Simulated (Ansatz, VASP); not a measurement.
# Al2O3 in VASP and in Ansatz

```xyz
10
Lattice="2.4686 1.4253 4.4868 -2.4686 1.4253 4.4868 0.0000 -2.8506 4.4868" Properties=species:S:1:pos:R:3 pbc="T T T"
Al    0.0000    0.0000   11.4686
Al    0.0000    0.0000    8.7218
Al    0.0000    0.0000    1.9916
Al    0.0000    0.0000    4.7385
O    -0.9585   -1.4253    5.6084
O     1.7136   -0.1175    5.6084
O    -0.7551    1.5428    5.6084
O     0.9585    1.4253    7.8518
O    -1.7136    0.1175    7.8518
O     0.7551   -1.5428    7.8518
```

Alike in both runs: task single point; functional PBEsol; k mesh 6 × 6 × 6; occupations gaussian, width 0.05 eV; no spin polarisation.

|  | VASP | Ansatz |
| --- | --- | --- |
| version | VASP 6.6.1 | Ansatz 0.2.0 |
| potentials or method | VASP PAW PBE potentials, release 64 (Al, O), cutoff 520 eV | scalar-relativistic, plane waves, PAW |
| valence electrons in the cell | 48 | 48 |

|  | VASP | Ansatz | Ansatz less VASP |
| --- | --- | --- | --- |
| gap on the k mesh at the Fermi level (eV) | 4.84 | 4.83 | -0.002 |
| least direct gap on the mesh (eV) | 4.84 | 4.83 | -0.002 |
| pressure (GPa) | -20.1 | -20.1 | -0.01 |
| traceless stress, the component that is largest in VASP (GPa) | 0.95 | 0.96 | +0.018 |
| rms of the force components (eV/Å) | 0.049 | 0.048 | -0.0010 |

VASP's potentials were made for PBE, not for PBEsol, and Ansatz warns of the same on its side. Atom by atom the forces differ by 0.002 eV/Å (rms over components).
